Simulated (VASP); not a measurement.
K4Zn3BiF12 (a cell with a defect), 40 atoms in the cell. The cell holds a defect, 40 atoms: a = 8.105 Å, b = 8.105 Å, c = 8.105 Å, α = 90.00°, β = 90.00°, γ = 90.00°. 

```yaml
Program: VASP 6.6.1
Task: single point
Functional: PBEsol
Potentials_or_basis: VASP PAW PBE potentials, release 64 (K_sv, Bi_d, Zn, F)
Cutoff: 520 eV
k_mesh: 1 × 1 × 1, shifted
Occupations: fermi-dirac, width 0.05 eV
Spin: no spin polarisation
Dipole_correction: no
Further_INCAR_settings: LREAL = Auto; ALGO = Normal; EDIFF = 1e-07; NBANDS = 197; ISYM = 0
```

Potentials or basis: VASP PAW PBE potentials, release 64 (K_sv, Bi_d, Zn, F).

The run is started by

```sh
$ cat potpaw_PBE.64/K_sv/POTCAR potpaw_PBE.64/Bi_d/POTCAR potpaw_PBE.64/Zn/POTCAR potpaw_PBE.64/F/POTCAR > POTCAR
$ mpirun -np 1 vasp_std > vasp.out
```

Hardware: 1 thread of Intel(R) Xeon(R) Platinum 8488C (Sapphire Rapids), with other jobs on the host.

Problem. How long does it take, and how much memory?

Solution. It took 12 min on 1 thread of Intel(R) Xeon(R) Platinum 8488C (Sapphire Rapids), on a shared host, peak memory 0.64 GiB. Counts: scf iterations 22, k points 4.
